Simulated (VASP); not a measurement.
# Al3Au (I4/mmm) in VASP: further runs

Runs on Al3Au. Level: PBEsol. Tasks: single point.

All numbers are computed with VASP 6.6.1; they aren't measurements. Logs are shortened: lines on timing, memory, paths and dates and some standing lists are left out, and cuts for length are marked.

### Step 1. The cell of the first run

The structure is tetragonal, space group I4/mmm (No. 139). Conventional cell: a = 3.996 Å, b = 3.996 Å, c = 8.004 Å, α = 90.00°, β = 90.00°, γ = 90.00°. Au (site symmetry 4/mmm) has 12 Al at 2.83 Å within 3.7 Å. Al (site symmetry 4/mmm) has 4 Au at 2.83 Å and 8 Al at 2.83 Å within 3.7 Å. Within 3.7 Å of Al (site symmetry -4m2) lie 8 Al at 2.83 Å and 4 Au at 2.83 Å.

### Step 2. Single point, PBEsol (volume scaled by 0.96)

Input file INCAR:

```
SYSTEM = Al3Au
PREC = Accurate
ENCUT = 520
EDIFF = 1E-6
ISMEAR = -1
SIGMA = 0.05
LREAL = .False.
LASPH = .True.
NELM = 60
ALGO = Fast
ISIF = 2
LWAVE = .False.
LCHARG = .False.
GGA = PS
NBANDS = 18
```

Input file KPOINTS:

```
Automatic mesh
0
Gamma
  9 9 9
  0 0 0
```

Input file POSCAR:

```
Al3Au
1.0
   -1.9979602797      1.9979602797      4.0017743603
    1.9979602797     -1.9979602797      4.0017743603
    1.9979602797      1.9979602797     -4.0017743603
Au Al
1 3
Direct
    0.0000000000      0.0000000000      0.0000000000
    0.5000000000      0.5000000000      0.0000000000
    0.2500000000      0.7500000000      0.5000000000
    0.7500000000      0.2500000000      0.5000000000
```

Potentials or basis: VASP PAW PBE potentials, release 64 (Au, Al).

Launch:

```
$ cat potpaw_PBE.64/Au/POTCAR potpaw_PBE.64/Al/POTCAR > POTCAR
$ mpirun -np 1 vasp_std > vasp.out
```

OUTCAR:

```text
SYSTEM = Al3Au
   PREC = Accurate
   ENCUT = 520
   EDIFF = 1E-6
   ISMEAR = -1
   LREAL = .False.
   LASPH = .True.
   NELM = 60
   ISIF = 2
   GGA = PS

 ion  position               nearest neighbor table
   1  0.000  0.000  0.000-   2 2.83   2 2.83   2 2.83   2 2.83   4 2.83   3 2.83   4 2.83   3 2.83
                             4 2.83   4 2.83   3 2.83   3 2.83
   2  0.500  0.500  0.000-   1 2.83   1 2.83   1 2.83   1 2.83   4 2.83   3 2.83   4 2.83   4 2.83
                             3 2.83   3 2.83   4 2.83   3 2.83
   3  0.250  0.750  0.500-   4 2.83   4 2.83   4 2.83   4 2.83   2 2.83   1 2.83   2 2.83   2 2.83
                             1 2.83   1 2.83   2 2.83   1 2.83
   4  0.750  0.250  0.500-   3 2.83   3 2.83   3 2.83   3 2.83   2 2.83   1 2.83   2 2.83   1 2.83
                             2 2.83   2 2.83   1 2.83   1 2.83

  LATTYP: Found a body centered tetragonal cell.
 ALAT       =     3.9959205594
 C/A-ratio  =     2.0029298885

  Lattice vectors:

 A1 = (  -1.9979602797,   1.9979602797,   4.0017743603)
 A2 = (   1.9979602797,  -1.9979602797,   4.0017743603)
 A3 = (   1.9979602797,   1.9979602797,  -4.0017743603)

Analysis of symmetry for initial positions (statically):
=====================================================================
 Subroutine PRICEL returns:
 Original cell was already a primitive cell.

 Routine SETGRP: Setting up the symmetry group for a
 body centered tetragonal supercell.

 Subroutine GETGRP returns: Found 16 space group operations
 (whereof 16 operations were pure point group operations)
 out of a pool of 16 trial point group operations.

The static configuration has the point symmetry D_4h.

Analysis of symmetry for dynamics (positions and initial velocities):
=====================================================================
 Subroutine PRICEL returns:
 Original cell was already a primitive cell.

 Routine SETGRP: Setting up the symmetry group for a
 body centered tetragonal supercell.

 Subroutine GETGRP returns: Found 16 space group operations
 (whereof 16 operations were pure point group operations)
 out of a pool of 16 trial point group operations.

The dynamic configuration has the point symmetry D_4h.

 Subroutine INISYM returns: Found 16 space group operations
 (whereof 16 operations are pure point group operations),
 and found     1 'primitive' translations

----------------------------------------------------------------------------------------

                                     Primitive cell

  volume of cell :      63.8979

  direct lattice vectors                    reciprocal lattice vectors
    -1.997960280  1.997960280  4.001774360     0.000000000  0.250255225  0.124944576
     1.997960280 -1.997960280  4.001774360     0.250255225  0.000000000  0.124944576
     1.997960280  1.997960280 -4.001774360     0.250255225  0.250255225  0.000000000

  length of vectors
     4.898763986  4.898763986  4.898763986     0.279712039  0.279712039  0.353914334

  position of ions in fractional coordinates (direct lattice)
     0.000000000  0.000000000  0.000000000
     0.500000000  0.500000000  0.000000000
     0.250000000  0.750000000  0.500000000
     0.750000000  0.250000000  0.500000000

  ion indices of the primitive-cell ions
   primitive index   ion index
                 1           1
                 2           2
                 3           3
                 4           4

----------------------------------------------------------------------------------------

 KPOINTS: Automatic mesh

Automatic generation of k-mesh.
 Grid dimensions read from file:
 generate k-points for:    9    9    9

 Generating k-lattice:

  Cartesian coordinates                     Fractional coordinates (reciprocal lattice)
     0.000000000  0.027806136  0.013882731     0.111111111  0.000000000 -0.000000000
     0.027806136  0.000000000  0.013882731     0.000000000  0.111111111 -0.000000000
     0.027806136  0.027806136  0.000000000     0.000000000  0.000000000  0.111111111

  Length of vectors
     0.031079115  0.031079115  0.039323815

  Shift w.r.t. Gamma in fractional coordinates (k-lattice)
     0.000000000  0.000000000  0.000000000

 Subroutine IBZKPT returns following result:
 ===========================================

 Found     75 irreducible k-points:

 Following reciprocal coordinates:
            Coordinates               Weight
  0.000000  0.000000  0.000000      1.000000
  0.111111 -0.000000  0.000000      8.000000
  0.222222  0.000000  0.000000      8.000000
  0.333333 -0.000000  0.000000      8.000000
  0.444444  0.000000  0.000000      8.000000
  0.111111  0.111111  0.000000      8.000000
[... 16 lines left out ...]
 -0.333333  0.333333  0.000000      4.000000
  0.444444  0.444444  0.000000      8.000000
 [... further k-points ...]
   k-points           NKPTS =     75   k-points in BZ     NKDIM =     75   number of bands    NBANDS=     18
   number of dos      NEDOS =    301   number of ions     NIONS =      4
   total plane-waves  NPLWV =  46656
   dimension x,y,z NGX =    36 NGY =   36 NGZ =   36
   dimension x,y,z NGXF=    72 NGYF=   72 NGZF=   72
   ions per type =               1   3
   NGX,Y,Z   is equivalent  to a cutoff of  12.22, 12.22, 12.22 a.u.
   NGXF,Y,Z  is equivalent  to a cutoff of  24.43, 24.43, 24.43 a.u.
 SYSTEM =  Al3Au
   PREC   = accura    normal or accurate (medium, high low for compatibility)
   ISTART =      0    job   : 0-new  1-cont  2-samecut
   ICHARG =      2    charge: 1-file 2-atom 10-const
   ISPIN  =      1    spin polarized calculation?
   LNONCOLLINEAR =      F non collinear calculations
   LSORBIT =      F    spin-orbit coupling
   LASPH  =      T    aspherical Exc in radial PAW
   ENCUT  =  520.0 eV  38.22 Ry    6.18 a.u.   9.11  9.11  9.11*2*pi/ulx,y,z
   NELM   =     60;   NELMIN=  2; NELMDL= -5     # of ELM steps
   EDIFF  = 0.1E-05   stopping-criterion for ELM
   LREAL  =      F    real-space projection
   EDIFFG = 0.1E-04   stopping-criterion for IOM
   NSW    =      0    number of steps for IOM
   IBRION =     -1    ionic relax: 0-MD 1-quasi-New 2-CG
   NFREE  =      0    steps in history (QN), initial steepest desc. (CG)
   ISIF   =      2    stress and relaxation
   ISYM   =      2    0-nonsym 1-usesym 2-fastsym
   POTIM  = 0.5000    time-step for ionic-motion
   TEBEG  =    0.0;   TEEND  =   0.0 temperature during run
   PSTRESS=    0.0 pullay stress
   NELECT =      20.0000    total number of electrons
   NUPDOWN=      -1.0000    fix difference up-down
   EMIN   =  10.00;   EMAX   =-10.00  energy-range for DOS
   EFERMI =   0.00;   METHOD = LEGACY
   ISMEAR =    -1;   SIGMA  =   0.05  broadening in eV -4-tet -1-fermi 0-gaus
   EFERMI_NEDOS =   21; number of points for ismear=-14 and -15
   IALGO  =     68    algorithm
   IMIX   =      4    mixing-type and parameters
     AMIX     =   0.40;   BMIX     =  1.00
     AMIX_MAG =   1.60;   BMIX_MAG =  1.00
  volume/ion in A,a.u.               =      15.97       107.80
  Fermi-wavevector in a.u.,A,eV,Ry     =   1.111534  2.100495 16.810103  1.235508
  Thomas-Fermi vector in A             =   2.248098
   LORBIT       =      0    0 simple, 1 ext, 2 COOP (PROOUT), +10 PAW based schemes
   GGA     = PS    functional components
   LHFCALC =     F    Hartree Fock is set to
   AEXX    =    0.0000 exact exchange contribution
   IVDW    =     0    specifies the selected vdW correction
   LEPSILON=     F    determine dielectric tensor
   LRPA    =     F    only Hartree local field effects (RPA)
 non-spin polarized calculation
 RMM-DIIS sequential band-by-band and
  energy-cutoff  :      520.00
  volume of cell :       63.90
 maximum number of plane-waves:      1750
   NGX = 19   NGY = 19   NGZ = 19

 number of electron      20.0000000 magnetization

 Free energy of the ion-electron system (eV)
  ---------------------------------------------------
  ext. energy  EPLUGINS =         0.00000000
  ---------------------------------------------------
  free energy    TOTEN  =       -16.75083521 eV

  energy without entropy =      -16.74023280  energy(sigma->0) =      -16.74553400

 E-fermi :   9.2167     XC(G=0): -11.1031

 val. band max:        9.2090082689   @ k =  -0.1111  -0.3333   0.1111
 cond. band min:       9.2287968365   @ k =  -0.4444   0.1111   0.0000
 fundamental gap:      0.0197885676
 Fermi energy:         9.2166719046

 k-point     1 :       0.0000    0.0000    0.0000
  band No.  band energies     occupation
      1      -2.3505      2.00000
      2       2.8940      2.00000
      3       2.9760      2.00000
      4       3.1936      2.00000
      5       3.1936      2.00000
      6       3.7240      2.00000
[... 10 lines left out ...]
     17      15.6566      0.00000
     18      15.6566      0.00000

 k-point     2 :       0.1111   -0.0000    0.0000
  band No.  band energies     occupation
      1      -2.1971      2.00000
      2       2.9025      2.00000
      3       2.9476      2.00000
      4       3.1122      2.00000
      5       3.2293      2.00000
      6       3.6617      2.00000
[... 10 lines left out ...]
     17      14.3891      0.00000
     18      15.2107      0.00000

 k-point     3 :       0.2222    0.0000    0.0000
  band No.  band energies     occupation
      1      -1.7421      2.00000
      2       2.5960      2.00000
      3       2.8697      2.00000
      4       3.2552      2.00000
      5       3.3071      2.00000
      6       3.5304      2.00000
[... 10 lines left out ...]
     17      14.1511      0.00000
     18      15.9432      0.00000

 k-point     4 :       0.3333   -0.0000    0.0000
  band No.  band energies     occupation
      1      -1.0061      2.00000
      2       2.0397      2.00000
      3       2.7283      2.00000
      4       3.2814      2.00000
      5       3.4885      2.00000
      6       3.5168      2.00000
[... 375 lines left out ...]
      4       3.2030      2.00000
      5       3.4966      2.00000
      6       3.8049      2.00000
[... 10 lines left out ...]
     17      17.6560      0.00000
     18      19.3508      0.00000

 k-point    23 :      -0.3333    0.3333    0.0000
  band No.  band energies     occupation
      1      -0.2475      2.00000
      2       2.2871      2.00000
      3       2.6741      2.00000
      4       3.0647      2.00000
      5       3.5212      2.00000
      6       3.5301      2.00000
[... 10 lines left out ...]
     17      16.5741      0.00000
     18      17.8737      0.00000

 k-point    24 :       0.4444    0.4444    0.0000
  band No.  band energies     occupation
      1       1.3088      2.00000
      2       1.9242      2.00000
      3       2.5827      2.00000
      4       3.1321      2.00000
      5       3.3518      2.00000
      6       4.0463      2.00000
[... 10 lines left out ...]
     17      18.8245      0.00000
     18      19.9120      0.00000

 [... further k-points ...]
[... 5 lines left out ...]
  --------------------------------------------------------------------------------------
  -------------------------------------------------------------------------------------
  Total        0.6188400      0.6188400      0.4149663      0.0000000     -0.0000000      0.0000000
  in kB       15.5168187     15.5168187     10.4048818      0.0000000     -0.0000000      0.0000000
  external PRESSURE =      13.8128398 kB  Pullay stress =       0.0000000 kB

 VOLUME and BASIS-vectors are now :
 -----------------------------------------------------------------------------
  energy-cutoff  :      520.00
  volume of cell :       63.90
      direct lattice vectors                 reciprocal lattice vectors
    -1.997960280  1.997960280  4.001774360     0.000000000  0.250255225  0.124944576
     1.997960280 -1.997960280  4.001774360     0.250255225  0.000000000  0.124944576
     1.997960280  1.997960280 -4.001774360     0.250255225  0.250255225  0.000000000

 POSITION                                       TOTAL-FORCE (eV/Angst)
 -----------------------------------------------------------------------------------
      0.00000      0.00000      0.00000        -0.000000     -0.000000     -0.000000
      0.00000      0.00000      4.00177        -0.000000     -0.000000     -0.000000
      1.99796      0.00000      2.00089        -0.000000     -0.000000      0.000000
      0.00000      1.99796      2.00089         0.000000      0.000000     -0.000000
 -----------------------------------------------------------------------------------
    total drift:                               -0.000000      0.000000      0.000000

  FREE ENERGIE OF THE ION-ELECTRON SYSTEM (eV)
  ---------------------------------------------------
  free  energy   TOTEN  =       -16.7508352100 eV

  energy  without entropy=      -16.7402327997  energy(sigma->0) =      -16.74553400
```

Wall time 2.1 min (1 thread of AMD EPYC 7R43 (Zen 3), shared host); peak memory 0.22 GiB.

Results:

| Quantity | Value |
| --- | --- |
| Free energy | -16.7508 eV |
| Pressure | 1.4 GPa |
| Band gap on the k mesh | zero (band 10 reaches 10.87 eV, above the bottom of band 11 at 7.75 eV) |

Levels at points of the mesh, in eV from the Fermi level:
```csv
k point,band 8,band 9,band 10,band 11,band 12,band 13
"(0.00, 0.00, 0.00)",-0.04,-0.04,0.43,0.76,0.87,0.87
```

Caveat: the PAW data sets were made with another functional, which shifts forces and pressure a little; spin-orbit coupling is left out, which moves the levels of the heavy elements.

(Part 1 of 2 ends here.)
